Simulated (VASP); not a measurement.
Y: relaxation of cell and atoms with PBE

Crystal: Y.

```
CELL_PARAMETERS angstrom
3.31000 0.00000 0.00000
0.00000 3.31000 0.00000
0.00000 0.00000 3.31000
ATOMIC_POSITIONS crystal
Y 0.00000 0.00000 0.00000
```

```yaml
Program: VASP 6.6.1
Task: relaxation of cell and atoms
Functional: PBE
Potentials_or_basis: VASP PAW PBE potentials, release 64 (Y_sv)
Cutoff: 600 eV
k_mesh: 14 × 14 × 14
Occupations: fermi-dirac, width 0.1 eV
Spin: no spin polarisation
Dipole_correction: no
Further_INCAR_settings: ALGO = Normal; EDIFF = 1e-06; IBRION = 2; EDIFFG = -0.02; NSW = 80; ISIF = 3
```

```yaml
Relaxed_volume: 34.90 Å³/atom
Relaxed_cell: a = 3.268 Å, b = 3.268 Å, c = 3.268 Å, α = 90.00°, β = 90.00°, γ = 90.00°
Space_group_after_relaxing_to_0.05_Å: Pm-3m (No. 221)
Energy_gained_by_relaxing: 4.3 meV/atom
Ionic_steps: 3
Pressure_after_relaxing: 0.0 GPa
```

Step by step:
```csv
step,energy change (eV),largest force (eV/Å),pressure (GPa),volume (Å³)
1,0.0000,0.0000,-0.94,36.26
2,-0.0041,0.0000,-0.21,35.16
3,-0.0043,0.0000,-0.02,34.90
```

Final structure:
```xyz
1
Lattice="3.2679 0.0000 0.0000 0.0000 3.2679 0.0000 0.0000 0.0000 3.2679" Properties=species:S:1:pos:R:3 pbc="T T T"
Y     0.0000    0.0000    0.0000
```

Levels at points of the mesh, in eV from the Fermi level:
| k point | band 2 | band 3 | band 4 | band 5 | band 6 | band 7 | band 8 | band 9 |
| --- | --- | --- | --- | --- | --- | --- | --- | --- |
| (0.00, 0.00, 0.00) | -22.66 | -22.66 | -22.66 | -4.47 | -0.60 | -0.60 | 5.17 | 5.17 |
| (0.50, 0.00, 0.00) | -23.35 | -22.60 | -22.60 | -1.77 | -0.01 | 0.10 | 2.74 | 2.74 |
| (0.50, 0.50, 0.00) | -23.25 | -23.25 | -22.54 | -1.80 | 0.14 | 3.28 | 3.28 | 3.51 |
| (0.50, 0.50, 0.50) | -23.16 | -23.16 | -23.16 | -0.55 | -0.55 | -0.55 | 5.57 | 6.84 |

Run time: 64 s on 1 thread of Intel(R) Xeon(R) Platinum 8488C (Sapphire Rapids) (shared host), peak memory 0.21 GiB.
